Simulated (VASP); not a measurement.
# BeSiSb2 (P-4m2) in VASP: relaxation of cell and atoms with LDA

Aim: the relaxation of cell and atoms of BeSiSb2 with LDA.

All numbers are computed with VASP 6.6.1; they aren't measurements. Logs are shortened: lines on timing, memory, paths and dates and some standing lists are left out, and cuts for length are marked.

## 1. The cell of the first run

Symmetry: P-4m2, No. 115, tetragonal system. Conventional cell: a = 4.144 Å, b = 4.144 Å, c = 5.802 Å, α = 90.00°, β = 90.00°, γ = 90.00°. Be (site symmetry -4m2) has 4 Sb at 2.45 Å within 3.2 Å. Sb (site symmetry 2mm) has 2 Be at 2.45 Å and 2 Si at 2.62 Å within 3.2 Å. Within 3.5 Å of Si (site symmetry -4m2) lie 4 Sb at 2.62 Å.

## 2. Relaxation of cell and atoms, LDA

Input file INCAR:

```
ALGO = Normal ; EDIFF = 1E-7
EDIFFG = -0.005 ; ENCUT = 600
GGA = CA ; GGA_COMPAT = F
IBRION = 2 ; ISIF = 3
ISMEAR = -1 ; LASPH = T
LCHARG = F ; LREAL = F
LWAVE = F ; NELM = 120
NELMIN = 4 ; NSW = 80
PREC = Accurate ; SIGMA = 0.02
```

Input file KPOINTS:

```
k-points
0
Gamma
  6 6 4
```

Input file POSCAR:

```
BeSiSb2
1.0
    4.1438078273      0.0000000000      0.0000000000
    0.0000000000      4.1438078273      0.0000000000
    0.0000000000      0.0000000000      5.8016620208
Be Sb Si
1 2 1
Direct
    0.0000000000      0.0000000000      0.0000000000
    0.0000000000      0.5000000000      0.2237720228
    0.5000000000      0.0000000000      0.7762279772
    0.5000000000      0.5000000000      0.5000000000
```

Potentials or basis: VASP PAW LDA potentials, release 64 (Be, Sb_d_GW, Si).

Launch:

```console
> cat potpaw_LDA.64/Be/POTCAR potpaw_LDA.64/Sb_d_GW/POTCAR potpaw_LDA.64/Si/POTCAR > POTCAR
> mpirun -np 1 vasp_std > vasp.out
```

OUTCAR:

```text
EDIFF = 1E-7
   EDIFFG = -0.005
   ENCUT = 600
   GGA = CA
   IBRION = 2
   ISIF = 3
   ISMEAR = -1
   LASPH = T
   LREAL = F
   NELM = 120
   NELMIN = 4
   NSW = 80
   PREC = Accurate

 ion  position               nearest neighbor table
   1  0.000  0.000  0.000-   2 2.45   3 2.45   2 2.45   3 2.45
   2  0.000  0.500  0.224-   1 2.45   1 2.45   4 2.62   4 2.62
   3  0.500  0.000  0.776-   1 2.45   1 2.45   4 2.62   4 2.62
   4  0.500  0.500  0.500-   2 2.62   3 2.62   3 2.62   2 2.62

  LATTYP: Found a simple tetragonal cell.
 ALAT       =     4.1438078273
 C/A-ratio  =     1.4000798933

  Lattice vectors:

 A1 = (   4.1438078273,   0.0000000000,   0.0000000000)
 A2 = (   0.0000000000,   4.1438078273,   0.0000000000)
 A3 = (   0.0000000000,   0.0000000000,   5.8016620208)

Analysis of symmetry for initial positions (statically):
=====================================================================
 Subroutine PRICEL returns:
 Original cell was already a primitive cell.

 Routine SETGRP: Setting up the symmetry group for a
 simple tetragonal supercell.

 Subroutine GETGRP returns: Found  8 space group operations
 (whereof  8 operations were pure point group operations)
 out of a pool of 16 trial point group operations.

The static configuration has the point symmetry D_2d.

Analysis of symmetry for dynamics (positions and initial velocities):
=====================================================================
 Subroutine PRICEL returns:
 Original cell was already a primitive cell.

 Routine SETGRP: Setting up the symmetry group for a
 simple tetragonal supercell.

 Subroutine GETGRP returns: Found  8 space group operations
 (whereof  8 operations were pure point group operations)
 out of a pool of 16 trial point group operations.

The dynamic configuration has the point symmetry D_2d.

 Subroutine INISYM returns: Found  8 space group operations
 (whereof  8 operations are pure point group operations),
 and found     1 'primitive' translations

----------------------------------------------------------------------------------------

                                     Primitive cell

  volume of cell :      99.6212

  direct lattice vectors                    reciprocal lattice vectors
     4.143807827  0.000000000  0.000000000     0.241323932  0.000000000  0.000000000
     0.000000000  4.143807827  0.000000000     0.000000000  0.241323932  0.000000000
     0.000000000  0.000000000  5.801662021     0.000000000  0.000000000  0.172364401

  length of vectors
     4.143807827  4.143807827  5.801662021     0.241323932  0.241323932  0.172364401

  position of ions in fractional coordinates (direct lattice)
     0.000000000  0.000000000  0.000000000
     0.000000000  0.500000000  0.223772023
     0.500000000  0.000000000  0.776227977
     0.500000000  0.500000000  0.500000000

  ion indices of the primitive-cell ions
   primitive index   ion index
                 1           1
                 2           2
                 3           3
                 4           4

----------------------------------------------------------------------------------------

 KPOINTS: k-points

Automatic generation of k-mesh.
 Grid dimensions read from file:
 generate k-points for:    6    6    4

 Generating k-lattice:

  Cartesian coordinates                     Fractional coordinates (reciprocal lattice)
     0.040220655  0.000000000  0.000000000     0.166666667  0.000000000  0.000000000
     0.000000000  0.040220655  0.000000000     0.000000000  0.166666667  0.000000000
     0.000000000  0.000000000  0.043091100     0.000000000  0.000000000  0.250000000

  Length of vectors
     0.040220655  0.040220655  0.043091100

  Shift w.r.t. Gamma in fractional coordinates (k-lattice)
     0.000000000  0.000000000  0.000000000

 Subroutine IBZKPT returns following result:
 ===========================================

 Found     30 irreducible k-points:

 Following reciprocal coordinates:
            Coordinates               Weight
  0.000000  0.000000  0.000000      1.000000
  0.166667  0.000000  0.000000      4.000000
  0.333333  0.000000  0.000000      4.000000
  0.500000  0.000000  0.000000      2.000000
  0.166667  0.166667  0.000000      4.000000
  0.333333  0.166667  0.000000      8.000000
[... 16 lines left out ...]
  0.333333  0.000000  0.500000      4.000000
  0.500000  0.000000  0.500000      2.000000
 [... further k-points ...]
   k-points           NKPTS =     30   k-points in BZ     NKDIM =     30   number of bands    NBANDS=     22
   number of dos      NEDOS =    301   number of ions     NIONS =      4
   total plane-waves  NPLWV =  62208
   dimension x,y,z NGX =    36 NGY =   36 NGZ =   48
   dimension x,y,z NGXF=    72 NGYF=   72 NGZF=   96
   ions per type =               1   2   1
   NGX,Y,Z   is equivalent  to a cutoff of  14.44, 14.44, 13.75 a.u.
   NGXF,Y,Z  is equivalent  to a cutoff of  28.89, 28.89, 27.51 a.u.
 SYSTEM =  unknown system
   PREC   = accura    normal or accurate (medium, high low for compatibility)
   ISTART =      0    job   : 0-new  1-cont  2-samecut
   ICHARG =      2    charge: 1-file 2-atom 10-const
   ISPIN  =      1    spin polarized calculation?
   LNONCOLLINEAR =      F non collinear calculations
   LSORBIT =      F    spin-orbit coupling
   LASPH  =      T    aspherical Exc in radial PAW
   ENCUT  =  600.0 eV  44.10 Ry    6.64 a.u.   8.28  8.28 11.59*2*pi/ulx,y,z
   NELM   =    120;   NELMIN=  4; NELMDL= -5     # of ELM steps
   EDIFF  = 0.1E-06   stopping-criterion for ELM
   LREAL  =      F    real-space projection
   EDIFFG = -.5E-02   stopping-criterion for IOM
   NSW    =     80    number of steps for IOM
   IBRION =      2    ionic relax: 0-MD 1-quasi-New 2-CG
   NFREE  =      1    steps in history (QN), initial steepest desc. (CG)
   ISIF   =      3    stress and relaxation
   ISYM   =      2    0-nonsym 1-usesym 2-fastsym
   POTIM  = 0.5000    time-step for ionic-motion
   TEBEG  =    0.0;   TEEND  =   0.0 temperature during run
   PSTRESS=    0.0 pullay stress
   NELECT =      36.0000    total number of electrons
   NUPDOWN=      -1.0000    fix difference up-down
   EMIN   =  10.00;   EMAX   =-10.00  energy-range for DOS
   EFERMI =   0.00;   METHOD = LEGACY
   ISMEAR =    -1;   SIGMA  =   0.02  broadening in eV -4-tet -1-fermi 0-gaus
   EFERMI_NEDOS =   21; number of points for ismear=-14 and -15
   IALGO  =     38    algorithm
   IMIX   =      4    mixing-type and parameters
     AMIX     =   0.40;   BMIX     =  1.00
     AMIX_MAG =   1.60;   BMIX_MAG =  1.00
  volume/ion in A,a.u.               =      24.91       168.07
  Fermi-wavevector in a.u.,A,eV,Ry     =   1.166071  2.203555 18.500146  1.359722
  Thomas-Fermi vector in A             =   2.302589
   LORBIT       =      0    0 simple, 1 ext, 2 COOP (PROOUT), +10 PAW based schemes
   GGA     = CA    functional components
   LHFCALC =     F    Hartree Fock is set to
   AEXX    =    0.0000 exact exchange contribution
   IVDW    =     0    specifies the selected vdW correction
   LEPSILON=     F    determine dielectric tensor
   LRPA    =     F    only Hartree local field effects (RPA)
 conjugate gradient relaxation of ions
 non-spin polarized calculation
  energy-cutoff  :      600.00
  volume of cell :       99.62
 maximum number of plane-waves:      3360
 NGX is ok and might be reduce to    36
   NGX = 17   NGY = 17   NGZ = 23

--------------------------------------- Ionic step        1  -------------------------------------------

 number of electron      35.9999998 magnetization

 Free energy of the ion-electron system (eV)
  ---------------------------------------------------
  ext. energy  EPLUGINS =         0.00000000
  ---------------------------------------------------
  free energy    TOTEN  =       -19.39137297 eV

  energy without entropy =      -19.39073730  energy(sigma->0) =      -19.39105514

 E-fermi :   4.1616     XC(G=0):  -9.4799

 val. band max:        4.0718802397   @ k =   0.1667   0.0000   0.0000
 cond. band min:       4.1683800251   @ k =   0.5000   0.0000   0.5000
 fundamental gap:      0.0964997854
 Fermi energy:         4.1615617754

 k-point     1 :       0.0000    0.0000    0.0000
  band No.  band energies     occupation
      1     -24.5051      2.00000
      2     -24.5051      2.00000
      3     -24.5022      2.00000
      4     -24.5021      2.00000
      5     -24.4090      2.00000
      6     -24.4024      2.00000
[... 589 lines left out ...]
     21       6.9588      0.00000
     22       7.4025      0.00000

 [... further k-points ...]

------------------------ aborting loop because EDIFF is reached ----------------------------------------

  FORCE on cell =-STRESS in cart. coord.  units (eV):
  Direction    XX          YY          ZZ          XY          YZ          ZX
  --------------------------------------------------------------------------------------
  -------------------------------------------------------------------------------------
  Total       -2.0310287     -2.0310287     -2.0560605      0.0000000     -0.0000000      0.0000000
  in kB      -32.6644245    -32.6644245    -33.0670023      0.0000000     -0.0000000      0.0000000
  external PRESSURE =     -32.7986171 kB  Pullay stress =       0.0000000 kB
[... 95 lines left out ...]
  FREE ENERGIE OF THE ION-ELECTRON SYSTEM (eV)
  ---------------------------------------------------
  free  energy   TOTEN  =       -19.4490333647 eV

  energy  without entropy=      -19.4486260035  energy(sigma->0) =      -19.44882968

[... ionic steps 4 to 10 ...]

--------------------------------------- Ionic step       11  -------------------------------------------

 number of electron      36.0000000 magnetization

------------------------ aborting loop because EDIFF is reached ----------------------------------------
[... 71 lines left out ...]
--------------------------------------- Ionic step       13  -------------------------------------------

 number of electron      36.0000000 magnetization

 Free energy of the ion-electron system (eV)
  ---------------------------------------------------
  ext. energy  EPLUGINS =         0.00000000
  ---------------------------------------------------
  free energy    TOTEN  =       -19.44938966 eV

  energy without entropy =      -19.44898033  energy(sigma->0) =      -19.44918499

 E-fermi :   4.7464     XC(G=0):  -9.7119

 val. band max:        4.6064293449   @ k =   0.1667   0.0000   0.0000
 cond. band min:       4.7465988787   @ k =   0.0000   0.0000   0.0000
 fundamental gap:      0.1401695338
 Fermi energy:         4.7463814805

 k-point     1 :       0.0000    0.0000    0.0000
  band No.  band energies     occupation
      1     -24.0352      2.00000
      2     -24.0352      2.00000
      3     -24.0306      2.00000
      4     -24.0305      2.00000
      5     -23.9344      2.00000
      6     -23.9260      2.00000
[... 589 lines left out ...]
     21       7.5129      0.00000
     22       7.9329      0.00000

 [... further k-points ...]

------------------------ aborting loop because EDIFF is reached ----------------------------------------

  FORCE on cell =-STRESS in cart. coord.  units (eV):
  Direction    XX          YY          ZZ          XY          YZ          ZX
  --------------------------------------------------------------------------------------
  -------------------------------------------------------------------------------------
  Total        0.0150818      0.0150818     -0.0059590      0.0000000      0.0000000      0.0000000
  in kB        0.2565089      0.2565089     -0.1013497      0.0000000      0.0000000      0.0000000
  external PRESSURE =       0.1372227 kB  Pullay stress =       0.0000000 kB
[... 19 lines left out ...]
  FREE ENERGIE OF THE ION-ELECTRON SYSTEM (eV)
  ---------------------------------------------------
  free  energy   TOTEN  =       -19.4493896587 eV

  energy  without entropy=      -19.4489803251  energy(sigma->0) =      -19.44918499

 reached required accuracy - stopping structural energy minimisation
```

Wall time 11 min (1 thread of Intel Xeon Platinum 8259CL at 2.50GHz (Skylake/Cascade Lake), shared host); peak memory 0.27 GiB.

Results:

```
Free energy                           : -19.4494 eV
Relaxed volume                        : 23.55 Å³/atom
Relaxed cell                          : a = 4.066 Å, b = 4.066 Å, c = 5.697 Å, α = 90.00°, β = 90.00°, γ = 90.00°
Space group after relaxing (to 0.1 Å) : P-4m2 (No. 115)
Energy gained by relaxing             : 14.5 meV/atom
Ionic steps                           : 13
Pressure after relaxing               : 0.0 GPa
Band gap on the k mesh                : zero (bands 18 and 19 overlap by 0.28 eV)
```

The path:
```csv
step,energy change (eV),largest force (eV/Å),pressure (GPa),volume (Å³)
1,0.0000,0.0431,-3.28,99.62
2,-0.0498,0.1153,1.37,92.45
3,-0.0577,0.0680,0.01,94.28
4,-0.0576,0.0646,-0.09,94.38
5,-0.0579,0.0247,-0.07,94.34
6,-0.0580,0.0021,-0.07,94.32
7,-0.0580,0.0031,-0.07,94.32
8,-0.0580,0.0062,-0.07,94.32
9,-0.0580,0.0044,-0.08,94.32
10,-0.0580,0.0036,0.06,94.15
11,-0.0580,0.0011,-0.03,94.22
12,-0.0580,0.0020,0.03,94.19
13,-0.0580,0.0019,0.01,94.20
```

Final structure:
```yaml
crystal:
  lattice:
    - [4.06640, 0.00000, 0.00000]
    - [0.00000, 4.06640, 0.00000]
    - [0.00000, 0.00000, 5.69694]
  atoms:
    - { symbol: Be, position: [0.00000, 0.00000, 0.00000] }
    - { symbol: Sb, position: [0.00000, 0.50000, 0.22315] }
    - { symbol: Sb, position: [0.50000, 0.00000, 0.77685] }
    - { symbol: Si, position: [0.50000, 0.50000, 0.50000] }
```

Caveat: spin-orbit coupling is left out, which moves the levels of the heavy elements.
